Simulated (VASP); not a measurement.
Wanted: the native input for a VASP 6.6.1 run.

| Item | Value |
| --- | --- |
| Task | single point |
| Functional | PBE |
| Potentials or basis | VASP PAW PBE potentials, release 64 (K_sv, Br) |
| Cutoff | 520 eV |
| k mesh | 6 × 6 × 6 |
| Occupations | gaussian, width 0.05 eV |
| Spin | no spin polarisation |
| Dipole correction | no |
| Further INCAR settings | ALGO = Normal; EDIFF = 1e-07; NBANDS = 15 |

The structure of KBr lies in POSCAR:

```
KBr
1.0
    0.0000000000      3.1278750000      3.2101875000
    3.1278750000      0.0000000000      3.2101875000
    3.1278750000      3.1278750000      0.0000000000
K Br
1 1
Direct
    0.0000000000      0.0000000000      0.0000000000
    0.5000000000      0.5000000000      0.5000000000
```

This cell differs from its parent crystal: strain -0.050 along x and y, -0.025 along z.

These files were run (other wordings do the same):

INCAR

```
ALGO     = Normal         # electronic algorithm
EDIFF    = 1E-7           # SCF threshold, eV
ENCUT    = 520            # plane-wave cutoff, eV
GGA      = PE             # functional
ISIF     = 2              # what is computed and relaxed
ISMEAR   = 0              # smearing method
LASPH    = T              # aspherical terms in the spheres
LCHARG   = F              # write CHGCAR
LREAL    = F              # projectors in reciprocal space
LWAVE    = F              # write WAVECAR
NBANDS   = 15             # bands
NELM     = 80             # most SCF steps
PREC     = Accurate       # precision mode
SIGMA    = 0.05           # smearing width, eV
```

KPOINTS

```
k-points
0
Gamma
  6 6 6
```

Potentials or basis: VASP PAW PBE potentials, release 64 (K_sv, Br).

The run is started by

```sh
$ cat potpaw_PBE.64/K_sv/POTCAR potpaw_PBE.64/Br/POTCAR > POTCAR
$ mpirun -np 1 vasp_std > vasp.out
```

Results of the run:

```yaml
Pressure: 3.9 GPa
Band_gap_on_the_k_mesh: 4.81 eV, direct
```

Caveat: the cell differs from its parent crystal (strain -0.050 along x and y, -0.025 along z).

Wall time 39 s on 1 thread of AMD EPYC 7R43 64-Core Processor (Zen 3) (shared host), peak memory 0.17 GiB.
